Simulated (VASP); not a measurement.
TaN (k06), 2 atoms in the cell. It takes space group Fm-3m (No. 225, cubic). The conventional cell has a = 4.375 Å, b = 4.375 Å, c = 4.375 Å, α = 90.00°, β = 90.00°, γ = 90.00°. Ta (site symmetry m-3m) has 6 N at 2.19 Å within 2.9 Å. N (site symmetry m-3m) has 6 Ta at 2.19 Å within 2.9 Å. 

| Item | Value |
| --- | --- |
| Program | VASP 6.6.1 |
| Task | single point |
| Functional | PBEsol |
| Potentials or basis | VASP PAW PBE potentials, release 64 (Ta_pv, N) |
| Cutoff | 600 eV |
| k mesh | 24 × 24 × 24 |
| Occupations | gaussian, width 0.1 eV |
| Spin | no spin polarisation |
| Dipole correction | no |
| Further INCAR settings | ALGO = Normal; EDIFF = 1e-06; NBANDS = 15 |

Potentials or basis: VASP PAW PBE potentials, release 64 (Ta_pv, N).

Run with:

```console
$ cat potpaw_PBE.64/Ta_pv/POTCAR potpaw_PBE.64/N/POTCAR > POTCAR
$ mpirun -np 1 vasp_std > vasp.out
```

Hardware: 1 thread of AMD EPYC 7R13, with other jobs on the host.

Task: Estimate the wall time of this run.

Result: It took 6.2 min on 1 thread of AMD EPYC 7R13 (shared host), peak memory 0.27 GiB. Counts: scf iterations 13, k points 413.
